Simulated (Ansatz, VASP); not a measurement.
## HfC: VASP and Ansatz over several settings

```
CELL_PARAMETERS angstrom
0.00000 2.32500 2.32500
2.32500 0.00000 2.32500
2.32500 2.32500 0.00000
ATOMIC_POSITIONS crystal
Hf 0.50000 0.50000 0.50000
C 0.00000 0.00000 0.00000
```

Single points on this cell with VASP 6.6.1 and Ansatz 0.2.0. Each row is one pair of runs. Alike in all rows: spin: off; k mesh: 10 × 10 × 10; VASP's potentials, cutoff: VASP PAW PBE potentials, release 64 (Hf_pv, C), 520 eV; Ansatz's potentials, cutoff: Ansatz PAW, 420 eV.

| level | smearing | gap on the k mesh at the Fermi level (eV), VASP | gap on the k mesh at the Fermi level (eV), Ansatz | pressure (GPa), VASP | pressure (GPa), Ansatz |
| --- | --- | --- | --- | --- | --- |
| PBE | gaussian, width 0.013 eV | none | none | -0.4 | 0.2 |
| PBE | gaussian, width 0.014 eV | none | none | -0.5 | 0.2 |
| PBE | gaussian, width 0.017 eV | none | none | -0.4 | 0.2 |
| PBE | gaussian, width 0.018 eV | ? | none | ? | 0.2 |
| PBE | gaussian, width 0.02 eV | none | none | -0.5 | 0.2 |
| PBE | gaussian, width 0.023 eV | none | none | -0.4 | 0.2 |
| PBE | gaussian, width 0.024 eV | none | none | -0.5 | 0.2 |
| PBE | gaussian, width 0.026 eV | none | none | -0.5 | 0.2 |

Question: Fill in what VASP gave in row 4.

Answer: gap on the k mesh at the Fermi level (eV): none; pressure (GPa): -0.5.

VASP's potentials hold 14 valence electrons a cell and Ansatz's 30, so a difference there can come from the potentials and not from the codes.

A gap of «none» marks a metal or a gap that the smearing closes.

Spin-orbit coupling is off throughout.
